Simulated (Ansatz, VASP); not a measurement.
One calculation of Zn, two programs

```xyz
2
Lattice="2.6883 0.0000 0.0000 -1.3442 2.3282 0.0000 0.0000 0.0000 4.7879" Properties=species:S:1:pos:R:3 pbc="T T T"
Zn    0.0000    1.5521    1.1970
Zn    1.3442    0.7761    3.5909
```

Alike in both runs: task relaxation of cell and atoms; functional PBE; k mesh 17 × 17 × 9; occupations fermi-dirac, width 0.05 eV; no spin polarisation.

|  | VASP | Ansatz |
| --- | --- | --- |
| version | VASP 6.6.1 | Ansatz 0.2.0 |
| potentials or method | VASP PAW PBE potentials, release 64 (Zn), cutoff 600 eV | all-electron LAPW, scalar-relativistic |

Ansatz gave:

| Property | Result |
| --- | --- |
| relaxed volume (Å³/atom) | 14.98 |
| relaxed cell length with the largest relative difference (Å) | 2.688 |

Q: What did VASP give for the same quantities?

A: Relaxed volume (Å³/atom): 15.04; relaxed cell length with the largest relative difference (Å): 2.692.

Ansatz ran all-electron here, and VASP with PAW potentials.
